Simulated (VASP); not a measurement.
Here is a VASP 6.6.1 calculation.

Contents of POSCAR:

```
Sb2Pt
1.0
    6.4200000000      0.0000000000      0.0000000000
    0.0000000000      6.4200000000      0.0000000000
    0.0000000000      0.0000000000      6.4200000000
Sb Pt
8 4
Direct
    0.3743638112      0.3743638112      0.3743638112
    0.1256361888      0.6256361888      0.8743638112
    0.8743638112      0.1256361888      0.6256361888
    0.6256361888      0.8743638112      0.1256361888
    0.6256361888      0.6256361888      0.6256361888
    0.8743638112      0.3743638112      0.1256361888
    0.1256361888      0.8743638112      0.3743638112
    0.3743638112      0.1256361888      0.8743638112
    0.0000000000      0.0000000000      0.0000000000
    0.5000000000      0.0000000000      0.5000000000
    0.5000000000      0.5000000000      0.0000000000
    0.0000000000      0.5000000000      0.5000000000
```

INCAR.step1

```
  PREC = Accurate
  ENCUT = 520
  ISMEAR = -1
  SIGMA = 0.05
  LREAL = False
  LASPH = True
  NELM = 60
  NBANDS = 52
  GGA = PE
  ALGO = Normal
  EDIFF = 1E-4
  LWAVE = True
  LCHARG = False
```

Contents of INCAR.step2:

```
  PREC = Accurate
  ENCUT = 520
  EDIFF = 1E-8
  ISMEAR = -1
  SIGMA = 0.05
  LREAL = False
  LASPH = True
  NELM = 60
  ALGO = Normal
  ISIF = 2
  LWAVE = False
  LCHARG = False
  METAGGA = R2SCAN
  LMIXTAU = True
  LEFG = True
  NBANDS = 52
  ISTART = 1
```

KPOINTS

```
Automatic mesh
0
Gamma
  5 5 5
```

Potentials or basis: VASP PAW PBE potentials, release 64 (Sb, Pt).

Run with:

```bash
$ cat potpaw_PBE.64/Sb/POTCAR potpaw_PBE.64/Pt/POTCAR > POTCAR
$ cp INCAR.step1 INCAR
$ mpirun -np 1 vasp_std > vasp.out
$ cp INCAR.step2 INCAR
$ mpirun -np 1 vasp_std > vasp.out
```

**Question.** Estimate the largest force.

**Answer.** 0.110 eV/Å.

**Question.** What does it give for the pressure?

**Answer.** 4.9 GPa.

Electric field gradients, principal values (V/Å²):
| atom | least | middle | greatest (by size) |
| --- | --- | --- | --- |
| 1 Sb | -30.989 | -30.989 | 61.977 |
| 2 Sb | -30.989 | -30.989 | 61.977 |
| 3 Sb | -30.989 | -30.989 | 61.977 |
| 4 Sb | -30.989 | -30.989 | 61.977 |
| 5 Sb | -30.989 | -30.989 | 61.977 |
| 6 Sb | -30.989 | -30.989 | 61.977 |
| 7 Sb | -30.989 | -30.989 | 61.977 |
| 8 Sb | -30.989 | -30.989 | 61.977 |
| 9 Pt | 14.459 | 14.459 | -28.918 |
| 10 Pt | 14.459 | 14.459 | -28.918 |
| 11 Pt | 14.459 | 14.459 | -28.918 |
| 12 Pt | 14.459 | 14.459 | -28.918 |

Caveat: the cell stands under pressure; without QUAD_EFG the Cq values of the log hold for a quadrupole moment of 1 mb, not for the nuclei; the PAW data sets were made with another functional, which shifts forces and pressure a little.
